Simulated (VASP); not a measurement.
## Hf: relaxation of cell and atoms with PBE

Hf:

```
Hf
1.0
     3.19670    0.00000    0.00000
    -1.59835    2.76842    0.00000
     0.00000    0.00000    5.05780
Hf
2
Direct
  0.33333 0.66667 0.25000
  0.66667 0.33333 0.75000
```

| Quantity | Value |
| --- | --- |
| Program | VASP 6.6.1 |
| Task | relaxation of cell and atoms |
| Functional | PBE |
| Potentials or basis | VASP PAW PBE potentials, release 64 (Hf_pv) |
| Cutoff | 600 eV |
| k mesh | 16 × 16 × 10 |
| Occupations | gaussian, width 0.1 eV |
| Spin | no spin polarisation |
| Dipole correction | no |
| Further INCAR settings | ALGO = Fast; EDIFF = 1e-06; IBRION = 2; EDIFFG = -0.002; NSW = 80; ISIF = 3 |

* Relaxed volume: 22.45 Å³/atom
* Relaxed cell: a = 3.202 Å, b = 3.202 Å, c = 5.057 Å, α = 90.00°, β = 90.00°, γ = 120.00°
* Space group after relaxing (to 0.05 Å): P6_3/mmc (No. 194)
* Energy gained by relaxing: 0.1 meV/atom
* Ionic steps: 6
* Pressure after relaxing: 0.0 GPa
* Band gap on the k mesh: zero (band 10 reaches 6.07 eV, above the bottom of band 11 at 4.52 eV)

Step by step:
```tsv
step	energy change (eV)	largest force (eV/Å)	pressure (GPa)	volume (Å³)
1	0.0000	0.0000	0.33	44.76
2	0.0000	0.0000	-0.39	45.06
3	-0.0002	0.0000	-0.02	44.90
4	-0.0002	0.0000	-0.01	44.90
5	-0.0002	0.0000	0.01	44.90
6	-0.0002	0.0000	0.01	44.89
```

Final structure:
```xyz
2
Lattice="3.2017 0.0000 0.0000 -1.6009 2.7728 0.0000 0.0000 0.0000 5.0569" Properties=species:S:1:pos:R:3 pbc="T T T"
Hf    0.0000    1.8485    1.2642
Hf    1.6009    0.9243    3.7926
```

Levels at points of the mesh, in eV from the Fermi level:
```
           k point  band 6  band 7  band 8  band 9  band 10  band 11  band 12  band 13  band 14
(0.00, 0.00, 0.00)  -30.23   -7.38   -3.70    0.63     1.17     1.17     1.46     1.99     1.99
(0.50, 0.00, 0.00)  -30.31   -3.36   -2.74   -2.22    -0.82     0.77     0.87     1.68     5.85
(0.00, 0.00, 0.50)  -30.29   -5.40   -5.40    0.15     0.15     1.05     1.05     1.05     1.05
(0.50, 0.00, 0.50)  -30.42   -3.40   -3.40   -0.98    -0.98     1.16     1.16     2.62     2.62
```

It took 5.1 min on 1 thread of Intel Xeon 6975P-C, on a shared host, peak memory 0.28 GiB.

Caveat: spin-orbit coupling is left out, which moves the levels of the heavy elements.
